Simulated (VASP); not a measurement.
The system is BiS.

```xyz
2
Lattice="4.0029 0.0000 0.0000 0.0000 4.0029 0.0000 0.0000 0.0000 4.0029" Properties=species:S:1:pos:R:3 pbc="T T T"
Bi    2.0015    2.0015    2.0015
S     0.0000    0.0000    0.0000
```

- Program: VASP 6.6.1
- Task: relaxation of cell and atoms
- Functional: PBE
- Potentials or basis: VASP PAW PBE potentials, release 64 (Bi_d, S)
- Cutoff: 600 eV
- k mesh: 7 × 7 × 7
- Occupations: fermi-dirac, width 0.05 eV
- Spin: no spin polarisation

At the start: pressure -10.9 GPa; volume 32.07 Å³/atom.

Q: How do energy, volume and symmetry change on relaxing?

A: Over 3 steps the energy falls by 409.7 meV/atom and the volume is 23.24 Å³/atom (-27.5 %); space group Pm-3m (No. 221, to 0.1 Å) before and after.

Step by step:
```csv
step,energy change (eV),largest force (eV/Å),pressure (GPa),volume (Å³)
1,0.0000,0.0000,-10.94,64.14
2,-0.8174,0.0000,0.98,45.88
3,-0.8193,0.0000,0.05,46.48
```

Final structure:
```xyz
2
Lattice="3.5954 0.0000 0.0000 0.0000 3.5954 0.0000 0.0000 0.0000 3.5954" Properties=species:S:1:pos:R:3 pbc="T T T"
Bi    1.7977    1.7977    1.7977
S     0.0000    0.0000    0.0000
```

Caveat: the volume moved by over 15 % at a fixed basis, so the end points are rough.
